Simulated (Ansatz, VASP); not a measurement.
# One calculation of CaSe, two programs

```
CELL_PARAMETERS angstrom
0.00000 3.27956 3.27956
3.27956 0.00000 3.27956
3.27956 3.27956 0.00000
ATOMIC_POSITIONS crystal
Ca 0.00000 0.00000 0.00000
Se 0.25000 0.25000 0.25000
```

Alike in both runs: task single point; functional PBE-based global hybrid; k mesh 4 × 4 × 4; no spin polarisation.

```csv
,VASP,Ansatz
version,VASP 6.6.1,Ansatz 0.2.0
potentials or method,"VASP PAW PBE potentials, release 64 (Ca_sv, Se)",plane waves
plane-wave cutoff (eV),520,420
occupations,"gaussian, width 0.01 eV",fixed
valence electrons in the cell,16,26
```

Ansatz gave:

| Property | Result |
| --- | --- |
| gap on the k mesh at the Fermi level (eV) | 8.09 |
| pressure (GPa) | -0.1 |

Task: What did VASP give for the same quantities?

Result: gap on the k mesh at the Fermi level (eV): 8.16; pressure (GPa): -0.4.

VASP's potentials were made for PBE, not for PBE-based global hybrid. VASP's potentials hold 16 valence electrons a cell and Ansatz's 26, so a difference there can come from the potentials and not from the codes. Ansatz's warnings: stress exchange threshold loose, stress scf threshold loose.
